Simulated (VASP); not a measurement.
Wanted: the native input for a VASP 6.6.1 run.

| Quantity | Value |
| --- | --- |
| Task | single point |
| Functional | r2SCAN |
| Potentials or basis | VASP PAW PBE potentials, release 64 (Ba_sv, Ti_sv, O) |
| Cutoff | 520 eV |
| k mesh | 6 × 6 × 6 |
| Occupations | gaussian, width 0.02 eV |
| Spin | no spin polarisation |
| Dipole correction | no |
| Further INCAR settings | ALGO = Normal; EDIFF = 1e-06; NBANDS = 28 |

The system is BaTiO3.

```
CELL_PARAMETERS angstrom
2.86542 1.65435 2.35900
-2.86542 1.65435 2.35900
0.00000 -3.30870 2.35900
ATOMIC_POSITIONS crystal
Ba 0.99479 0.99479 0.99479
Ti 0.47971 0.47971 0.47971
O 0.51069 0.51069 0.02331
O 0.02331 0.51069 0.51069
O 0.51069 0.02331 0.51069
```

These files were run (other wordings do the same):

POSCAR

```
BaTiO3
1.0
    2.8654222699      1.6543523189      2.3590004853
   -2.8654222699      1.6543523189      2.3590004853
    0.0000000000     -3.3087046378      2.3590004853
Ba Ti O
1 1 3
Direct
   -0.0052092141     -0.0052092141     -0.0052092141
    0.4797143022      0.4797143022      0.4797143022
    0.5106916119      0.5106916119      0.0233116879
    0.0233116879      0.5106916119      0.5106916119
    0.5106916119      0.0233116879      0.5106916119
```

INCAR.step1

```
SYSTEM = BaTiO3
  PREC = Accurate
  ENCUT = 520
  ISMEAR = 0
  SIGMA = 0.02
  LREAL = .FALSE.
  LASPH = .TRUE.
  NELM = 80
  NBANDS = 28
  GGA = PE
  ALGO = Normal
  EDIFF = 1E-4
  LWAVE = .TRUE.
  LCHARG = .FALSE.
```

INCAR.step2

```
SYSTEM = BaTiO3
  PREC = Accurate
  ENCUT = 520
  EDIFF = 1E-6
  ISMEAR = 0
  SIGMA = 0.02
  LREAL = .FALSE.
  LASPH = .TRUE.
  NELM = 80
  ALGO = Normal
  ISIF = 2
  LWAVE = .FALSE.
  LCHARG = .FALSE.
  METAGGA = R2SCAN
  LMIXTAU = .TRUE.
  NBANDS = 28
  ISTART = 1
```

KPOINTS

```
Automatic mesh
0
G
  6 6 6
  0 0 0
```

Potentials or basis: VASP PAW PBE potentials, release 64 (Ba_sv, Ti_sv, O).

Run with:

```console
$ cat potpaw_PBE.64/Ba_sv/POTCAR potpaw_PBE.64/Ti_sv/POTCAR potpaw_PBE.64/O/POTCAR > POTCAR
$ cp INCAR.step1 INCAR
$ mpirun -np 1 vasp_std > vasp.out
$ cp INCAR.step2 INCAR
$ mpirun -np 1 vasp_std > vasp.out
```

It gave:

- Pressure: -1.3 GPa
- Largest force: 0.193 eV/Å
- Band gap on the k mesh: 3.03 eV (least direct gap 3.61 eV)

Caveat: the PAW data sets were made with another functional, which shifts forces and pressure a little; spin-orbit coupling is left out, which moves the levels of the heavy elements.

Run time: 6.1 min on 1 thread of Intel Xeon 8259CL (shared host), peak memory 0.21 GiB.
